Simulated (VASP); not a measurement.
Here is a VASP 6.6.1 calculation.

POSCAR

```
Ca2SeO
1.0
    1.8846278419      1.0880903919      6.2920270394
   -1.8846278419      1.0880903919      6.2920270394
    0.0000000000     -2.1761807837      6.2920270394
O Se Ca
1 1 2
Direct
    1.0000000000      0.0000000000      0.0000000000
    0.5000000000      0.5000000000      0.5000000000
    0.2639739701      0.2639739701      0.2639739701
    0.7360260299      0.7360260299      0.7360260299
```

The input INCAR.step1:

```
  PREC = Accurate
  ENCUT = 660
  ISMEAR = 0
  SIGMA = 0.01
  LREAL = False
  LASPH = True
  NELM = 120
  NBANDS = 24
  GGA = PE
  ALGO = Normal
  EDIFF = 1E-5
  LWAVE = True
  LCHARG = False
  GGA_COMPAT = False
```

The input INCAR.step2:

```
  PREC = Accurate
  ENCUT = 660
  EDIFF = 1E-6
  ISMEAR = 0
  SIGMA = 0.01
  LREAL = False
  LASPH = True
  NELM = 120
  ALGO = Normal
  ISIF = 2
  LWAVE = False
  LCHARG = False
  METAGGA = R2SCAN
  LMIXTAU = True
  NBANDS = 24
  ISTART = 1
  GGA_COMPAT = False
```

Contents of KPOINTS:

```
regular mesh
0
Gamma
  8 8 8
```

Potentials or basis: VASP PAW PBE potentials, release 64 (O, Se, Ca_sv).

Run with:

```bash
$ cat potpaw_PBE.64/O/POTCAR potpaw_PBE.64/Se/POTCAR potpaw_PBE.64/Ca_sv/POTCAR > POTCAR
$ cp INCAR.step1 INCAR
$ mpirun -np 1 vasp_std > vasp.out
$ cp INCAR.step2 INCAR
$ mpirun -np 1 vasp_std > vasp.out
```

(1) Predict the pressure.

(2) Estimate the band gap on the k mesh.

Answers

(1) 0.4 GPa.

(2) 2.10 eV (least direct gap 2.76 eV).

Caveat: the PAW data sets were made with another functional, which shifts forces and pressure a little.
